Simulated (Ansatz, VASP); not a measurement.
# TaN: VASP beside Ansatz

```xyz
4
Lattice="3.0378 0.0000 0.0000 -1.5189 2.6308 0.0000 0.0000 0.0000 4.9016" Properties=species:S:1:pos:R:3 pbc="T T T"
Ta    0.0000    0.0000    0.0000
Ta    0.0000    0.0000    2.4508
N     0.0000    1.7539    1.2254
N     1.5189    0.8769    3.6762
```

Change from the starting cell: volume scaled by 0.99.

Alike in both runs: task single point; functional PBE; k mesh 9 × 9 × 5; occupations fermi-dirac, width 0.01 eV; no spin polarisation.

|  | VASP | Ansatz |
| --- | --- | --- |
| version | VASP 6.6.1 | Ansatz 0.2.0 |
| potentials or method | VASP PAW PBE potentials, release 64 (Ta_pv, N), cutoff 520 eV | all-electron LAPW, scalar-relativistic |

VASP gave:

| Item | Value |
| --- | --- |
| pressure (GPa) | 66.7 |
| traceless stress, the component that is largest in VASP (GPa) | 58.72 |

**Question.** Which values does Ansatz return?

**Answer.** Pressure (GPa): 64.6; traceless stress, the component that is largest in VASP (GPa): 58.08.

Both programs put the cell under a high pressure, so it lies far from rest at this level. Ansatz ran all-electron here, and VASP with PAW potentials.

Neither program's run includes spin-orbit coupling. Noted on VASP's run: the cell as given lies far from equilibrium.
